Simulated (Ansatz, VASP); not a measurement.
# One calculation of InAs2, two programs

```
In As
1.0
     3.71428    0.00000    0.00000
    -1.85714    3.21666    0.00000
     0.00000    0.00000   13.03310
In As
2 4
Direct
  0.66667 0.33333 0.25000
  0.33333 0.66667 0.75000
  0.33333 0.66667 0.44651
  0.33333 0.66667 0.05349
  0.66667 0.33333 0.94651
  0.66667 0.33333 0.55349
```

Change from the starting cell: species swapped into the MgSn2 type (P6_3/mmc, No. 194).

Alike in both runs: functional PBE; k mesh 6 × 6 × 1; occupations gaussian, width 0.1 eV; no spin polarisation.

Ansatz relaxed the structure, and its values are those at the end. VASP's run is a single point on that final structure, the one shown.

|  | VASP | Ansatz |
| --- | --- | --- |
| version | VASP 6.6.1 | Ansatz 0.2.0 |
| potentials or method | VASP PAW PBE potentials, release 64 (In_d, As), cutoff 520 eV | scalar-relativistic, plane waves, PAW |
| valence electrons in the cell | 46 | 86 |

|  | VASP | Ansatz | Ansatz less VASP |
| --- | --- | --- | --- |
| gap on the k mesh at the Fermi level (eV) | none | none | - |
| pressure (GPa) | 0.2 | 0.0 | -0.12 |
| rms of the force components (eV/Å) | 0.025 | 0.004 | -0.0213 |

A gap of «none» marks a metal or a gap that the smearing closes. VASP's potentials hold 46 valence electrons a cell and Ansatz's 86, so a difference there can come from the potentials and not from the codes.

The k mesh is coarse, so the values compare programs but aren't converged.
